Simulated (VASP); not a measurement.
Crystal: MgSi3N.

```
Mg Si N
1.0
     3.78321    0.00000    0.00000
     0.00000    3.78321    0.00000
     0.00000    0.00000    4.79270
Mg Si N
1 3 1
Direct
  0.00000 0.00000 0.00000
  0.00000 0.50000 0.50000
  0.50000 0.00000 0.50000
  0.50000 0.50000 0.10760
  0.50000 0.50000 0.66500
```

```yaml
Program: VASP 6.6.1
Task: relaxation of cell and atoms
Functional: PBE
Potentials_or_basis: VASP PAW PBE potentials, release 64 (Mg, Si, N)
Cutoff: 600 eV
k_mesh: 4 × 4 × 4
Occupations: gaussian, width 0.1 eV
Spin: no spin polarisation
```

At the start: pressure 5.4 GPa; volume 13.72 Å³/atom.

Task: How do energy, volume and symmetry change on relaxing?

Result: Over 20 steps the energy falls by 209.5 meV/atom and the volume is 14.39 Å³/atom (+4.9 %); space group P4mm (No. 99, to 0.05 Å).

The path:
| step | energy change (eV) | largest force (eV/Å) | pressure (GPa) | volume (Å³) |
| --- | --- | --- | --- | --- |
| 1 | 0.0000 | 1.3770 | 5.40 | 68.60 |
| 2 | -0.4000 | 1.3223 | -1.62 | 73.24 |
| 3 | -0.5667 | 0.8562 | -5.77 | 77.85 |
| 4 | -0.6827 | 2.4289 | -1.40 | 75.95 |
| 5 | -0.7118 | 1.2216 | -3.11 | 76.48 |
| 6 | -0.8126 | 0.9240 | -0.56 | 73.76 |
| 7 | -0.8480 | 0.6639 | 2.66 | 71.14 |
| 8 | -0.9154 | 0.3439 | 1.11 | 71.75 |
| 9 | -0.9256 | 0.6104 | 0.54 | 71.99 |
| 10 | -0.9943 | 0.2634 | -0.89 | 72.69 |
| 11 | -1.0275 | 0.2370 | -1.92 | 73.43 |
| 12 | -1.0359 | 0.3412 | -0.23 | 72.14 |
| 13 | -1.0364 | 0.3220 | -0.56 | 72.38 |
| 14 | -1.0422 | 0.2084 | -0.06 | 71.81 |
| 15 | -1.0422 | 0.2188 | -0.04 | 71.79 |
| 16 | -1.0443 | 0.1167 | 0.25 | 71.62 |
| 17 | -1.0450 | 0.1129 | 0.52 | 71.47 |
| 18 | -1.0465 | 0.0856 | 0.13 | 71.74 |
| 19 | -1.0469 | 0.0641 | -0.19 | 71.96 |
| 20 | -1.0475 | 0.0392 | -0.13 | 71.93 |

Final structure:
```yaml
crystal:
  lattice:
    - [4.23453, 0.00000, 0.00000]
    - [0.00000, 4.23453, 0.00000]
    - [0.00000, 0.00000, 4.01158]
  atoms:
    - { symbol: Mg, position: [0.00000, 0.00000, 0.99446] }
    - { symbol: Si, position: [0.00000, 0.50000, 0.47923] }
    - { symbol: Si, position: [0.50000, 0.00000, 0.47923] }
    - { symbol: Si, position: [0.50000, 0.50000, 0.13025] }
    - { symbol: N, position: [0.50000, 0.50000, 0.68944] }
```

Caveat: the k points lie up to 0.39 Å⁻¹ apart in the final cell.
